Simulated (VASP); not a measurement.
HfN, 2 atoms in the cell. Symmetry: F-43m, No. 216, cubic system. The conventional cell has a = 4.910 Å, b = 4.910 Å, c = 4.910 Å, α = 90.00°, β = 90.00°, γ = 90.00°. Within 2.8 Å of Hf (site symmetry -43m) lie 4 N at 2.13 Å. Within 2.8 Å of N (site symmetry -43m) lie 4 Hf at 2.13 Å. 

- Program: VASP 6.6.1
- Task: single point
- Functional: r2SCAN
- Potentials or basis: VASP PAW PBE potentials, release 64 (Hf_pv, N)
- Cutoff: 660 eV
- k mesh: 6 × 6 × 6
- Occupations: gaussian, width 0.1 eV
- Spin: no spin polarisation
- Dipole correction: no
- Further INCAR settings: ALGO = Normal; EDIFF = 1e-06; NBANDS = 14

Potentials or basis: VASP PAW PBE potentials, release 64 (Hf_pv, N).

Run with:

```bash
$ cat potpaw_PBE.64/Hf_pv/POTCAR potpaw_PBE.64/N/POTCAR > POTCAR
$ cp INCAR.step1 INCAR
$ mpirun -np 1 vasp_std > vasp.out
$ cp INCAR.step2 INCAR
$ mpirun -np 1 vasp_std > vasp.out
```

Hardware: 1 thread of Intel(R) Xeon(R) 6975P-C (Granite Rapids), on a shared host.

Q: How long does it take, and how much memory?

A: Run time: 21 s on 1 thread of Intel(R) Xeon(R) 6975P-C (Granite Rapids), with other jobs on the host, peak memory 0.17 GiB. Counts: k points 16.
